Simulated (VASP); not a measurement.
Set up this calculation in VASP 6.6.1, as the native input.

| Quantity | Value |
| --- | --- |
| Task | single point |
| Functional | PBE |
| Potentials or basis | VASP PAW PBE potentials, release 64 (Sn_d, O) |
| Cutoff | 520 eV |
| k mesh | 9 × 6 × 5 |
| Occupations | fermi-dirac, width 0.05 eV |
| Spin | no spin polarisation |
| Dipole correction | no |
| Further INCAR settings | ALGO = Normal; EDIFF = 1e-06; NBANDS = 20 |

The structure of SnO2 lies in POSCAR:

```
SnO2
1.0
    3.0029789859      0.0000000000      0.0000000000
    0.0000000000      4.9313589960      0.0000000000
    0.0000000000      0.0000000000      5.9368449658
Sn O
1 2
Direct
    0.5000000000      0.5000000000      0.0000000000
    0.0000000000      0.5000000000      0.7757200000
    0.0000000000      0.5000000000      0.2242800000
```

The input as run:

INCAR

```
SYSTEM = SnO2
PREC = Accurate
ENCUT = 520
EDIFF = 1E-6
ISMEAR = -1
SIGMA = 0.05
LREAL = .False.
LASPH = .True.
NELM = 60
ALGO = Normal
ISIF = 2
LWAVE = .False.
LCHARG = .True.
GGA = PE
LELF = .True.
LVHAR = .True.
NBANDS = 20
```

KPOINTS

```
Automatic mesh
0
Gamma
  9 6 5
  0 0 0
```

Potentials or basis: VASP PAW PBE potentials, release 64 (Sn_d, O).

Command:

```console
$ cat potpaw_PBE.64/Sn_d/POTCAR potpaw_PBE.64/O/POTCAR > POTCAR
$ mpirun -np 1 vasp_std > vasp.out
```

Results of the run:

```json
{
  "Pressure": "2.0 GPa",
  "Largest force": "0.389 eV/Å",
  "Band gap on the k mesh": "1.30 eV (least direct gap 1.86 eV)"
}
```

Caveat: spin-orbit coupling is left out, which moves the levels of the heavy elements; an odd mesh through Γ misses points on the zone boundary, where band edges can lie.

Run time: 110 s on 1 thread of Intel Xeon 8259CL, on a shared host, peak memory 0.26 GiB.
